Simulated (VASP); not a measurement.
Input of a VASP 6.6.1 run:

File INCAR:

```
SYSTEM = Cu
PREC = Accurate ; ENCUT = 520
EDIFF = 1E-6 ; ISMEAR = -1
SIGMA = 0.05 ; LREAL = .FALSE.
LASPH = .TRUE. ; NELM = 100
ALGO = Normal ; ISIF = 2
LWAVE = .FALSE. ; LCHARG = .TRUE.
GGA = PE ; LELF = .TRUE.
LVHAR = .TRUE. ; NBANDS = 18
```

The input KPOINTS:

```
regular mesh
0
G
  19 19 19
  0 0 0
```

POSCAR

```
Cu
1.0
   -2.1165562024      2.1165562024      1.1243534111
    2.1165562024     -2.1165562024      1.1243534111
    2.1165562024      2.1165562024     -1.1243534111
Cu
2
Direct
   -0.3750000000     -0.1250000000     -0.2500000000
    0.3750000000      0.1250000000      0.2500000000
```

Potentials or basis: VASP PAW PBE potentials, release 64 (Cu).

Command:

```bash
$ cat potpaw_PBE.64/Cu/POTCAR > POTCAR
$ mpirun -np 1 vasp_std > vasp.out
```

**Question.** Predict the band gap on the k mesh.

**Answer.** Zero (bands 11 and 12 overlap by 5.89 eV).

**Question.** Estimate the pressure.

**Answer.** 60.6 GPa.

Stress tensor (GPa, compression positive):
```
60.51  0.00  0.00
 0.00 60.51  0.00
 0.00  0.00 60.70
```

Caveat: the cell stands under pressure.
